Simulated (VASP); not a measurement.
A run of VASP 6.6.1 is set up as follows.

Contents of INCAR:

```
PREC     = Accurate       # precision mode
ENCUT    = 520            # plane-wave cutoff, eV
EDIFF    = 1E-7           # SCF threshold, eV
ISMEAR   = -1             # smearing method
SIGMA    = 0.05           # smearing width, eV
LREAL    = F              # projectors in reciprocal space
LASPH    = T              # aspherical terms in the spheres
NELM     = 150            # most SCF steps
ALGO     = Normal         # electronic algorithm
ISIF     = 2              # what is computed and relaxed
LWAVE    = F              # write WAVECAR
LCHARG   = F              # write CHGCAR
ISPIN    = 2              # spin polarisation
MAGMOM   = 1 1            # initial moments
LORBIT   = 11             # projections on sites
LMAXMIX  = 4              # l up to which the mixer works
GGA      = PS             # functional
NBANDS   = 21             # bands
```

File KPOINTS:

```
Automatic mesh
0
Gamma
  15 11 15
```

POSCAR

```
Ni
1.0
   -1.7312125197      1.7312125197      0.0000000000
    0.0000000000      0.0000000000      3.4624250394
    1.7312125197      1.7312125197      0.0000000000
Ni
2
Direct
    0.0000000000      0.0000000000      0.0000000000
    0.5000000000      0.5000000000      0.5000000000
```

Potentials or basis: VASP PAW PBE potentials, release 64 (Ni).

The run is started by

```sh
$ cat potpaw_PBE.64/Ni/POTCAR > POTCAR
$ mpirun -np 1 vasp_std > vasp.out
```

Estimate the pressure.

0.1 GPa.

What does it give for the net moment?

1.24 μB per cell.

What does it give for the site moments?

Ni +0.63 μB.

Stress tensor (GPa, compression positive):
```
0.18 0.00 0.00
0.00 0.18 0.00
0.00 0.00 0.05
```

Caveat: the PAW data sets were made with another functional, which shifts forces and pressure a little.
